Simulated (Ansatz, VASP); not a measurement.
## One calculation of Os, two programs

File INCAR:

```
SYSTEM = Os
PREC     = Accurate       ! precision mode
ENCUT    = 520            ! plane-wave cutoff, eV
EDIFF    = 1E-6           ! SCF threshold, eV
ISMEAR   = -1             ! smearing method
SIGMA    = 0.05           ! smearing width, eV
LREAL    = .FALSE.        ! projectors in reciprocal space
LASPH    = .TRUE.         ! aspherical terms in the spheres
NELM     = 80             ! most SCF steps
ALGO     = Fast           ! electronic algorithm
ISIF     = 2              ! what is computed and relaxed
LWAVE    = .FALSE.        ! write WAVECAR
LCHARG   = .TRUE.         ! write CHGCAR
LELF     = .TRUE.         ! ELF
LVHAR    = .TRUE.       
NBANDS   = 15             ! bands
```

The input KPOINTS:

```
Automatic mesh
0
G
  11 11 6
  0 0 0
```

File POSCAR:

```
Os
1.0
    2.6971481730      0.0000000000      0.0000000000
   -1.3485740865      2.3357988356      0.0000000000
    0.0000000000      0.0000000000      4.2613185190
Os
2
Direct
    0.6666666667      0.3333333333      0.7500000000
    0.3333333333      0.6666666667      0.2500000000
```

input.yaml

```yaml
crystal:
  lattice:
    - [2.697148173, 0.0, 0.0]
    - [-1.3485740865, 2.3357988356, 0.0]
    - [0.0, 0.0, 4.261318519]
  atoms:
    - { symbol: Os, position: [0.6666666667, 0.3333333333, 0.75] }
    - { symbol: Os, position: [0.3333333333, 0.6666666667, 0.25] }
hamiltonian:
  xc: lda
  pseudopotentials: { kind: paw, xc_functional: lda, accuracy: standard }
kpoints:
  mp_grid: { grid: [11, 11, 6] }
scf:
  occupations: { method: fermi_dirac, width: 0.05 }
output:
  forces: true
  stress: true
  eigenvalues: true
```

Alike in both runs: task single point; functional LDA; k mesh 11 × 11 × 6; occupations fermi-dirac, width 0.05 eV; no spin polarisation.

```csv
,VASP,Ansatz
version,VASP 6.6.1,Ansatz 0.2.0
potentials or method,"VASP PAW LDA potentials, release 64 (Os)",JTH PAW LDA
plane-wave cutoff (eV),520,600
valence electrons in the cell,16,16
```

|  | VASP | Ansatz | Ansatz less VASP |
| --- | --- | --- | --- |
| gap on the k mesh at the Fermi level (eV) | none | none | - |
| pressure (GPa) | 10.9 | 10.1 | -0.82 |
| traceless stress, the component that is largest in VASP (GPa) | 0.44 | 0.49 | +0.051 |

LDA's correlation is that of Perdew and Zunger in VASP and of Perdew and Wang (1992) in Ansatz. A gap of «none» marks a metal or a gap that the smearing closes.

Neither program's run includes spin-orbit coupling.
